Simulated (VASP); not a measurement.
## Re: single point with PBE

Re:

```xyz
3
Lattice="4.3826 0.0000 0.0000 -2.1913 3.7954 0.0000 0.0000 0.0000 2.7410" Properties=species:S:1:pos:R:3 pbc="T T T"
Re    0.0000    0.0000    0.0000
Re    0.0000    2.5303    1.3705
Re    2.1913    1.2651    1.3705
```

- Program: VASP 6.6.1
- Task: single point
- Functional: PBE
- Potentials or basis: VASP PAW PBE potentials, release 64 (Re)
- Cutoff: 520 eV
- k mesh: 9 × 9 × 13
- Occupations: fermi-dirac, width 0.08 eV
- Spin: no spin polarisation
- Dipole correction: no
- Further INCAR settings: ALGO = Normal; EDIFF = 1e-06; NBANDS = 18

The pressure is -0.8 GPa.

Stress tensor (GPa, compression positive):
```
-1.05  0.00  0.00
 0.00 -1.05  0.00
 0.00  0.00 -0.27
```

Levels at points of the mesh, in eV from the Fermi level:
```csv
k point,band 7,band 8,band 9,band 10,band 11,band 12,band 13,band 14
"(0.00, 0.00, 0.00)",-2.77,-1.87,-0.78,-0.78,0.06,0.06,0.11,0.11
```

Wall time 26 s on 1 thread of Intel(R) Xeon(R) 6975P-C (Granite Rapids), on a shared host, peak memory 0.2 GiB.

Caveat: spin-orbit coupling is left out, which moves the levels of the heavy elements.
